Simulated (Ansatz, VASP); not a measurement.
# Two plane-wave programs on Ca3Be2B8

```
Ca Be B
1.0
     0.00000    5.23226    0.00000
     4.65729   -2.61613    0.00000
    -1.57086    2.61613   -6.07080
Ca Be B
3 2 8
Direct
  0.00000 0.00000 0.00000
  0.79970 0.19920 0.59980
  0.20030 0.80080 0.40020
  0.59260 0.40320 0.21800
  0.40740 0.59680 0.78200
  0.73400 0.76100 0.29300
  0.26600 0.23900 0.70700
  0.67400 0.30600 0.95800
  0.32600 0.69400 0.04200
  0.78670 0.72960 0.69420
  0.75130 0.27040 0.30580
  0.21330 0.27040 0.30580
  0.24870 0.72960 0.69420
```

Alike in both runs: task single point; functional r2SCAN; k mesh 5 × 5 × 5; occupations fermi-dirac, width 0.0401 eV; no spin polarisation.

|  | VASP | Ansatz |
| --- | --- | --- |
| version | VASP 6.6.1 | Ansatz 0.2.0 |
| potentials or method | VASP PAW PBE potentials, release 64 (Ca_sv, Be, B), cutoff 520 eV | PAW plane waves |
| valence electrons in the cell | 58 | 58 |

```csv
,VASP,Ansatz,Ansatz less VASP
rms of the force components (eV/Å),1.026,1.038,+0.0123
```

VASP's potentials were made for PBE, not for r2SCAN. Atom by atom the forces differ by 0.021 eV/Å (rms over components). With one functional, cell and mesh, what is left measures potentials, basis and numerics.
